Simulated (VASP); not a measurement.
Input of a VASP 6.6.1 run:

INCAR

```
SYSTEM = Al
  PREC = Accurate
  ENCUT = 520
  EDIFF = 1E-6
  ISMEAR = -1
  SIGMA = 0.1
  LREAL = .False.
  LASPH = .True.
  NELM = 100
  ALGO = Normal
  ISIF = 2
  LWAVE = .False.
  LCHARG = .False.
  GGA = PS
  NBANDS = 14
```

File KPOINTS:

```
Automatic mesh
0
Gamma
  9 9 3
  0 0 0
```

The input POSCAR:

```
Al
1.0
    2.8915601435      0.0000000000      0.0000000000
   -1.4457805832      2.5041650518      0.0000000000
    0.0000000000      0.0000000000      9.3955174329
Al
4
Direct
    0.0000000000      0.0000000000      0.0000000000
    0.3333333333      0.6666666667      0.2500000000
    0.0000000000      0.0000000000      0.5000000000
    0.6666666667      0.3333333333      0.7500000000
```

Potentials or basis: VASP PAW PBE potentials, release 64 (Al).

Run with:

```sh
$ cat potpaw_PBE.64/Al/POTCAR > POTCAR
$ mpirun -np 1 vasp_std > vasp.out
```

Question: Estimate the band gap on the k mesh.

Answer: Zero (band 6 reaches 11.56 eV, above the bottom of band 7 at 6.30 eV).

Question: Estimate the pressure.

Answer: -3.5 GPa.

Stress tensor (GPa, compression positive):
```
-4.33  0.00  0.00
 0.00 -4.33  0.00
 0.00  0.00 -1.74
```

Caveat: the PAW data sets were made with another functional, which shifts forces and pressure a little.
